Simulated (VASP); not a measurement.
Input of a VASP 6.6.1 run:

File POSCAR:

```
MgH2
1.0
    4.3933234668      0.0000000000      0.0000000000
    0.0000000000      4.3933234668      0.0000000000
    0.0000000000      0.0000000000      2.9353057563
Mg H
2 4
Direct
    0.0000000000      0.0000000000      0.0000000000
    0.5000000000      0.5000000000      0.5000000000
    0.3046815063      0.3046815063      0.0000000000
    0.1953184937      0.8046815063      0.5000000000
    0.8046815063      0.1953184937      0.5000000000
    0.6953184937      0.6953184937      0.0000000000
```

Contents of INCAR.step1:

```
SYSTEM = MgH2
PREC = Accurate ; ENCUT = 520
ISMEAR = 0 ; SIGMA = 0.01
LREAL = .FALSE. ; LASPH = .TRUE.
NELM = 80 ; NBANDS = 13
GGA = PE ; ALGO = Normal
EDIFF = 1E-4 ; LWAVE = .TRUE.
LCHARG = .FALSE.
```

The input INCAR.step2:

```
SYSTEM = MgH2
PREC = Accurate ; ENCUT = 520
EDIFF = 1E-7 ; ISMEAR = 0
SIGMA = 0.01 ; LREAL = .FALSE.
LASPH = .TRUE. ; NELM = 80
ALGO = Normal ; ISIF = 2
LWAVE = .FALSE. ; LCHARG = .TRUE.
METAGGA = R2SCAN ; LMIXTAU = .TRUE.
LELF = .TRUE. ; LVHAR = .TRUE.
NBANDS = 13 ; ISTART = 1
```

The input KPOINTS:

```
regular mesh
0
G
  6 6 8
  0 0 0
```

Potentials or basis: VASP PAW PBE potentials, release 64 (Mg, H).

Command:

```console
$ cat potpaw_PBE.64/Mg/POTCAR potpaw_PBE.64/H/POTCAR > POTCAR
$ cp INCAR.step1 INCAR
$ mpirun -np 1 vasp_std > vasp.out
$ cp INCAR.step2 INCAR
$ mpirun -np 1 vasp_std > vasp.out
```

Q: Predict the largest force.

A: 0.023 eV/Å.

Q: Predict the band gap on the k mesh.

A: 4.59 eV, indirect (least direct gap 5.44 eV).

Q: What does it give for the pressure?

A: 3.3 GPa.

Stress tensor (GPa, compression positive):
```
2.88 0.00 0.00
0.00 2.88 0.00
0.00 0.00 4.10
```

Caveat: the PAW data sets were made with another functional, which shifts forces and pressure a little. A k mesh can miss the band edges.
